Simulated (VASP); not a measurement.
# HfC in VASP: a series of runs

Runs on HfC. Level: PBE. Tasks: single point.

Program: VASP 6.6.1. These are calculated values, not measurements. Logs are shortened: lines on timing, memory, paths and dates and some standing lists are left out, and cuts for length are marked.

## 1. The cell of the first run

The structure is cubic, space group Fm-3m (No. 225). Conventional cell: a = 4.650 Å, b = 4.650 Å, c = 4.650 Å, α = 90.00°, β = 90.00°, γ = 90.00°. Within 3.1 Å of Hf (site symmetry m-3m) lie 6 C at 2.33 Å. C (site symmetry m-3m) has 6 Hf at 2.33 Å within 3.1 Å.

## 2. Single point, PBE

Contents of INCAR:

```
SYSTEM = HfC
PREC = Accurate
ENCUT = 520
EDIFF = 1E-7
ISMEAR = -1
SIGMA = 0.05
LREAL = Auto
LASPH = .TRUE.
NELM = 80
ALGO = Normal
ISIF = 2
LWAVE = .FALSE.
LCHARG = .FALSE.
GGA = PE
NBANDS = 70
ISYM = 0
```

Contents of KPOINTS:

```
Automatic mesh
0
Gamma
  2 2 2
  0.5 0.5 0.5
```

Contents of POSCAR:

```
HfC
1.0
   -4.6500000000      4.6500000000      0.0000000000
   -4.6500000000      0.0000000000      4.6500000000
    0.0000000000      4.6500000000      4.6500000000
Hf C
8 8
Direct
    0.7500000000      0.7500000000      0.7500000000
    0.2500000000      0.7500000000      0.7500000000
    0.7500000000      0.2500000000      0.7500000000
    0.7500000000      0.7500000000      0.2500000000
    0.2500000000      0.2500000000      0.7500000000
    0.2500000000      0.7500000000      0.2500000000
    0.7500000000      0.2500000000      0.2500000000
    0.2500000000      0.2500000000      0.2500000000
    0.0000000000      0.0000000000      0.0000000000
    0.5000000000      0.0000000000      0.0000000000
    0.0000000000      0.5000000000      0.0000000000
    0.0000000000      0.0000000000      0.5000000000
    0.5000000000      0.5000000000      0.0000000000
    0.5000000000      0.0000000000      0.5000000000
    0.0000000000      0.5000000000      0.5000000000
    0.5000000000      0.5000000000      0.5000000000
```

Potentials or basis: VASP PAW PBE potentials, release 64 (Hf_pv, C).

Launch:

```sh
cat potpaw_PBE.64/Hf_pv/POTCAR potpaw_PBE.64/C/POTCAR > POTCAR
mpirun -np 1 vasp_std > vasp.out
```

OUTCAR:

```text
SYSTEM = HfC
   PREC = Accurate
   ENCUT = 520
   EDIFF = 1E-7
   ISMEAR = -1
   LREAL = Auto
   LASPH = .TRUE.
   NELM = 80
   ISIF = 2
   GGA = PE
   ISYM = 0

 ion  position               nearest neighbor table
   1  0.750  0.750  0.750-  10 2.33  11 2.33  12 2.33  13 2.33  14 2.33  15 2.33   2 3.29   3 3.29
                             4 3.29   4 3.29   6 3.29   7 3.29   3 3.29   5 3.29   7 3.29   2 3.29
   2  0.250  0.750  0.750-   9 2.33  11 2.33  12 2.33  13 2.33  14 2.33  16 2.33   1 3.29   5 3.29
                             6 3.29   4 3.29   6 3.29   8 3.29   3 3.29   5 3.29   8 3.29   1 3.29
   3  0.750  0.250  0.750-   9 2.33  10 2.33  12 2.33  13 2.33  15 2.33  16 2.33   1 3.29   5 3.29
                             7 3.29   4 3.29   7 3.29   8 3.29   1 3.29   2 3.29   4 3.29   2 3.29
   4  0.750  0.750  0.250-   9 2.33  10 2.33  11 2.33  14 2.33  15 2.33  16 2.33   1 3.29   6 3.29
                             7 3.29   1 3.29   2 3.29   3 3.29   3 3.29   7 3.29   8 3.29   2 3.29
   5  0.250  0.250  0.750-   9 2.33  10 2.33  11 2.33  14 2.33  15 2.33  16 2.33   2 3.29   3 3.29
                             8 3.29   6 3.29   7 3.29   8 3.29   1 3.29   2 3.29   6 3.29   1 3.29
   6  0.250  0.750  0.250-   9 2.33  10 2.33  12 2.33  13 2.33  15 2.33  16 2.33   2 3.29   4 3.29
                             8 3.29   1 3.29   2 3.29   5 3.29   5 3.29   7 3.29   8 3.29   1 3.29
   7  0.750  0.250  0.250-   9 2.33  11 2.33  12 2.33  13 2.33  14 2.33  16 2.33   3 3.29   4 3.29
                             8 3.29   1 3.29   3 3.29   5 3.29   1 3.29   4 3.29   6 3.29   5 3.29
   8  0.250  0.250  0.250-  10 2.33  11 2.33  12 2.33  13 2.33  14 2.33  15 2.33   5 3.29   6 3.29
                             7 3.29   2 3.29   3 3.29   5 3.29   2 3.29   4 3.29   6 3.29   3 3.29
   9  0.000  0.000  0.000-   2 2.33   3 2.33   4 2.33   5 2.33   6 2.33   7 2.33
  10  0.500  0.000  0.000-   1 2.33   3 2.33   4 2.33   5 2.33   6 2.33   8 2.33
  11  0.000  0.500  0.000-   1 2.33   2 2.33   4 2.33   5 2.33   7 2.33   8 2.33
  12  0.000  0.000  0.500-   1 2.33   2 2.33   3 2.33   6 2.33   7 2.33   8 2.33
  13  0.500  0.500  0.000-   1 2.33   2 2.33   3 2.33   6 2.33   7 2.33   8 2.33
  14  0.500  0.000  0.500-   1 2.33   2 2.33   4 2.33   5 2.33   7 2.33   8 2.33
  15  0.000  0.500  0.500-   1 2.33   3 2.33   4 2.33   5 2.33   6 2.33   8 2.33
  16  0.500  0.500  0.500-   2 2.33   3 2.33   4 2.33   5 2.33   6 2.33   7 2.33

IMPORTANT INFORMATION: All symmetrisations will be switched off!
NOSYMM: (Re-)initialisation of all symmetry stuff for point group C_1.

----------------------------------------------------------------------------------------

                                     Primitive cell

  volume of cell :     201.0893

  direct lattice vectors                    reciprocal lattice vectors
    -4.650000000  4.650000000  0.000000000    -0.107526882  0.107526882 -0.107526882
    -4.650000000  0.000000000  4.650000000    -0.107526882 -0.107526882  0.107526882
     0.000000000  4.650000000  4.650000000     0.107526882  0.107526882  0.107526882

  length of vectors
     6.576093065  6.576093065  6.576093065     0.186242022  0.186242022  0.186242022

  position of ions in fractional coordinates (direct lattice)
     0.750000000  0.750000000  0.750000000
     0.250000000  0.750000000  0.750000000
     0.750000000  0.250000000  0.750000000
     0.750000000  0.750000000  0.250000000
     0.250000000  0.250000000  0.750000000
     0.250000000  0.750000000  0.250000000
[... 8 lines left out ...]
     0.000000000  0.500000000  0.500000000
     0.500000000  0.500000000  0.500000000

  ion indices of the primitive-cell ions
   primitive index   ion index
                 1           1
                 2           2
                 3           3
                 4           4
                 5           5
                 6           6
[... 8 lines left out ...]
                15          15
                16          16

----------------------------------------------------------------------------------------

 KPOINTS: Automatic mesh

Automatic generation of k-mesh.
 Grid dimensions read from file:
 generate k-points for:    2    2    2

 Generating k-lattice:

  Cartesian coordinates                     Fractional coordinates (reciprocal lattice)
    -0.053763441  0.053763441 -0.053763441     0.500000000  0.000000000  0.000000000
    -0.053763441 -0.053763441  0.053763441     0.000000000  0.500000000  0.000000000
     0.053763441  0.053763441  0.053763441     0.000000000  0.000000000  0.500000000

  Length of vectors
     0.093121011  0.093121011  0.093121011

  Shift w.r.t. Gamma in fractional coordinates (k-lattice)
     0.500000000  0.500000000  0.500000000

 Subroutine IBZKPT returns following result:
 ===========================================

 Found     16 irreducible k-points:

 Following reciprocal coordinates:
            Coordinates               Weight
  0.250000  0.250000  0.250000      2.000000
  0.250000  0.000000  0.000000      2.000000
  0.000000  0.000000 -0.250000      2.000000
  0.000000  0.250000  0.000000      2.000000
 -0.250000  0.250000  0.250000      2.000000
  0.250000 -0.250000  0.250000      2.000000
[... 8 lines left out ...]
  0.000000  0.250000  0.500000      2.000000
  0.500000  0.250000  0.000000      2.000000
   k-points           NKPTS =     16   k-points in BZ     NKDIM =     16   number of bands    NBANDS=     70
   number of dos      NEDOS =    301   number of ions     NIONS =     16
   total plane-waves  NPLWV = 125000
   dimension x,y,z NGX =    50 NGY =   50 NGZ =   50
   dimension x,y,z NGXF=   100 NGYF=  100 NGZF=  100
   ions per type =               8   8
   NGX,Y,Z   is equivalent  to a cutoff of  12.64, 12.64, 12.64 a.u.
   NGXF,Y,Z  is equivalent  to a cutoff of  25.28, 25.28, 25.28 a.u.
 SYSTEM =  HfC
   PREC   = accura    normal or accurate (medium, high low for compatibility)
   ISTART =      0    job   : 0-new  1-cont  2-samecut
   ICHARG =      2    charge: 1-file 2-atom 10-const
   ISPIN  =      1    spin polarized calculation?
   LNONCOLLINEAR =      F non collinear calculations
   LSORBIT =      F    spin-orbit coupling
   LASPH  =      T    aspherical Exc in radial PAW
   ENCUT  =  520.0 eV  38.22 Ry    6.18 a.u.  12.23 12.23 12.23*2*pi/ulx,y,z
   NELM   =     80;   NELMIN=  2; NELMDL= -5     # of ELM steps
   EDIFF  = 0.1E-06   stopping-criterion for ELM
   LREAL  =      T    real-space projection
   EDIFFG = 0.1E-05   stopping-criterion for IOM
   NSW    =      0    number of steps for IOM
   IBRION =     -1    ionic relax: 0-MD 1-quasi-New 2-CG
   NFREE  =      0    steps in history (QN), initial steepest desc. (CG)
   ISIF   =      2    stress and relaxation
   ISYM   =      0    0-nonsym 1-usesym 2-fastsym
   POTIM  = 0.5000    time-step for ionic-motion
   TEBEG  =    0.0;   TEEND  =   0.0 temperature during run
   PSTRESS=    0.0 pullay stress
   NELECT =     112.0000    total number of electrons
   NUPDOWN=      -1.0000    fix difference up-down
   EMIN   =  10.00;   EMAX   =-10.00  energy-range for DOS
   EFERMI =   0.00;   METHOD = LEGACY
   ISMEAR =    -1;   SIGMA  =   0.05  broadening in eV -4-tet -1-fermi 0-gaus
   EFERMI_NEDOS =   21; number of points for ismear=-14 and -15
   IALGO  =     38    algorithm
   IMIX   =      4    mixing-type and parameters
     AMIX     =   0.40;   BMIX     =  1.00
     AMIX_MAG =   1.60;   BMIX_MAG =  1.00
  volume/ion in A,a.u.               =      12.57        84.81
  Fermi-wavevector in a.u.,A,eV,Ry     =   1.346949  2.545365 24.684672  1.814272
  Thomas-Fermi vector in A             =   2.474740
   LORBIT       =      0    0 simple, 1 ext, 2 COOP (PROOUT), +10 PAW based schemes
   GGA     = PE    functional components
   LHFCALC =     F    Hartree Fock is set to
   AEXX    =    0.0000 exact exchange contribution
   IVDW    =     0    specifies the selected vdW correction
   LEPSILON=     F    determine dielectric tensor
   LRPA    =     F    only Hartree local field effects (RPA)
 non-spin polarized calculation
  energy-cutoff  :      520.00
  volume of cell :      201.09
 maximum number of plane-waves:      5413
 NGX is ok and might be reduce to    50
   NGX = 25   NGY = 25   NGZ = 25

 number of electron     111.9999991 magnetization

 Free energy of the ion-electron system (eV)
  ---------------------------------------------------
  ext. energy  EPLUGINS =         0.00000000
  ---------------------------------------------------
  free energy    TOTEN  =      -168.08936794 eV

  energy without entropy =     -168.08789231  energy(sigma->0) =     -168.08863013

 E-fermi :   5.9660     XC(G=0): -12.2829

 val. band max:        5.6544998926   @ k =   0.0000   0.0000  -0.2500
 cond. band min:       6.2991111331   @ k =   0.0000   0.2500   0.0000
 fundamental gap:      0.6446112404
 Fermi energy:         5.9659648169

 k-point     1 :       0.2500    0.2500    0.2500
  band No.  band energies     occupation
      1     -24.2522      2.00000
      2     -24.2522      2.00000
      3     -24.2522      2.00000
      4     -24.2034      2.00000
      5     -24.1751      2.00000
      6     -24.1751      2.00000
[... 60 lines left out ...]
     67      10.4450      0.00000
     68      10.4450      0.00000

 k-point     2 :       0.2500    0.0000    0.0000
  band No.  band energies     occupation
      1     -24.2522      2.00000
      2     -24.2522      2.00000
      3     -24.2522      2.00000
      4     -24.2034      2.00000
      5     -24.1751      2.00000
      6     -24.1751      2.00000
[... 60 lines left out ...]
     67      10.4450      0.00000
     68      10.4450      0.00000

 k-point     3 :       0.0000    0.0000   -0.2500
  band No.  band energies     occupation
      1     -24.2522      2.00000
      2     -24.2522      2.00000
      3     -24.2522      2.00000
      4     -24.2034      2.00000
      5     -24.1751      2.00000
      6     -24.1751      2.00000
[... 912 lines left out ...]
     67       9.9723      0.00000
     68      10.8766      0.00000

 k-point    16 :       0.5000    0.2500    0.0000
  band No.  band energies     occupation
      1     -24.1537      2.00000
      2     -24.1425      2.00000
      3     -24.1425      2.00000
      4     -24.1173      2.00000
      5     -24.1173      2.00000
      6     -24.0768      2.00000
[... 60 lines left out ...]
     67       9.9723      0.00000
     68      10.8766      0.00000
 [bands above 68 left out]

------------------------ aborting loop because EDIFF is reached ----------------------------------------

  FORCE on cell =-STRESS in cart. coord.  units (eV):
  Direction    XX          YY          ZZ          XY          YZ          ZX
  --------------------------------------------------------------------------------------
  -------------------------------------------------------------------------------------
  Total       -0.2650527     -0.2650465     -0.2650280      0.0000135     -0.0000025     -0.0000059
  in kB       -2.1118056     -2.1117559     -2.1116089      0.0001075     -0.0000200     -0.0000469
  external PRESSURE =      -2.1117235 kB  Pullay stress =       0.0000000 kB

 VOLUME and BASIS-vectors are now :
 -----------------------------------------------------------------------------
  energy-cutoff  :      520.00
  volume of cell :      201.09
      direct lattice vectors                 reciprocal lattice vectors
    -4.650000000  4.650000000  0.000000000    -0.107526882  0.107526882 -0.107526882
    -4.650000000  0.000000000  4.650000000    -0.107526882 -0.107526882  0.107526882
     0.000000000  4.650000000  4.650000000     0.107526882  0.107526882  0.107526882

 POSITION                                       TOTAL-FORCE (eV/Angst)
 -----------------------------------------------------------------------------------
     -6.97500      6.97500      6.97500        -0.000002      0.000001     -0.000003
     -4.65000      4.65000      6.97500        -0.000003     -0.000003     -0.000004
     -4.65000      6.97500      4.65000        -0.000002     -0.000004      0.000000
     -6.97500      4.65000      4.65000         0.000001      0.000002     -0.000001
     -2.32500      4.65000      4.65000        -0.000005     -0.000005     -0.000003
     -4.65000      2.32500      4.65000         0.000001      0.000005     -0.000002
[... 8 lines left out ...]
     -2.32500      2.32500      4.65000         0.000008      0.000009      0.000003
     -4.65000      4.65000      4.65000         0.000009      0.000005     -0.000002
 -----------------------------------------------------------------------------------
    total drift:                                0.000000     -0.000001      0.000002

  FREE ENERGIE OF THE ION-ELECTRON SYSTEM (eV)
  ---------------------------------------------------
  free  energy   TOTEN  =      -168.0893679445 eV

  energy  without entropy=     -168.0878923142  energy(sigma->0) =     -168.08863013
```

Wall time 14 min (1 thread of Intel Xeon 6975P-C, shared host); peak memory 0.42 GiB.

Results:

```
Free energy            : -168.0894 eV
Pressure               : -0.2 GPa
Band gap on the k mesh : 0.64 eV
```

Caveat: the k points lie up to 0.59 Å⁻¹ apart; spin-orbit coupling is left out, which moves the levels of the heavy elements.

## 3. Single point, PBE (dynamics (nve) at 450 K, volume x 1.01, from the last frame before)

Contents of INCAR:

```
  PREC = Accurate
  ENCUT = 520
  EDIFF = 1E-6
  ISMEAR = -1
  SIGMA = 0.05
  LREAL = Auto
  LASPH = T
  NELM = 100
  ALGO = Normal
  ISIF = 2
  LWAVE = F
  LCHARG = F
  GGA = PE
  NBANDS = 70
```

KPOINTS is that of step 2.

Contents of POSCAR:

```
HfC
1.0
   -4.6654486185      4.6654486185      0.0000000000
   -4.6654486185      0.0000000000      4.6654486185
    0.0000000000      4.6654486185      4.6654486185
Hf C
8 8
Direct
    0.7493556967      0.7494551512      0.7437230122
    0.2525877137      0.7527183958      0.7526210847
    0.7337182938      0.2461812558      0.7584203127
    0.7440988603      0.7562983302      0.2560092496
    0.2530690179      0.2609227107      0.7414754256
    0.2648258723      0.7543603601      0.2445369338
    0.7593375878      0.2315448284      0.2479168874
    0.2420881875      0.2476537831      0.2551990382
   -0.0021436309     -0.0061087373      0.0095943614
    0.5016699768     -0.0018891002      0.0096435528
   -0.0022949562      0.5007670625      0.0058907518
   -0.0001149943      0.0084038006      0.4956990611
    0.5016441486      0.5091184566     -0.0119053931
    0.5122679929      0.0049913742      0.4956359375
    0.0015073577      0.4959680599      0.4968856566
    0.5011164394      0.5016051384      0.5000093647
```

Potentials or basis: VASP PAW PBE potentials, release 64 (Hf_pv, C).

Launch:

```sh
cat potpaw_PBE.64/Hf_pv/POTCAR potpaw_PBE.64/C/POTCAR > POTCAR
mpirun -np 1 vasp_std > vasp.out
```

It took 16 min on 1 thread of Intel Xeon 6975P-C, shared host; peak memory 0.43 GiB.

The run converged. Its results:

```yaml
Free_energy: -167.5531 eV
Pressure: -1.2 GPa
Largest_force: 2.013 eV/Å
Band_gap_on_the_k_mesh: 0.49 eV
```

Forces on the atoms (eV/Å):
```
Hf  -0.172  1.152  0.047
Hf   0.680 -0.338  0.250
Hf  -1.604  0.554 -0.263
Hf   0.069  0.578 -1.480
Hf   0.818 -0.222  0.163
Hf   1.282 -0.466 -0.207
Hf  -1.386 -0.584  1.337
Hf  -0.797 -0.274  0.600
C   -0.607 -0.317 -0.383
C   -0.032 -0.675 -0.398
C   -0.326 -0.205 -0.502
C    0.471  0.357 -0.256
C    0.382  0.505  0.175
C    1.101 -0.388  0.204
C   -0.167  0.405  0.553
C    0.288 -0.084  0.159
```

Stress tensor (GPa, compression positive):
```
-0.27 -0.21 -0.21
-0.21 -1.52  0.11
-0.21  0.11 -1.77
```

Levels at points of the mesh, in eV from the valence-band top:
| k point | band 52 | band 53 | band 54 | band 55 | band 56 | band 57 | band 58 | band 59 | band 60 | band 61 |
| --- | --- | --- | --- | --- | --- | --- | --- | --- | --- | --- |
| (0.25, 0.25, 0.25) | -0.49 | -0.45 | -0.33 | -0.03 | 0.00 | 0.49 | 0.62 | 0.69 | 2.18 | 2.21 |

Caveat: the k points lie up to 0.58 Å⁻¹ apart; spin-orbit coupling is left out, which moves the levels of the heavy elements; forces of over 1 eV/Å act on the atoms, so gaps and moduli don't describe the material at rest.

[end of part 1 of 2]
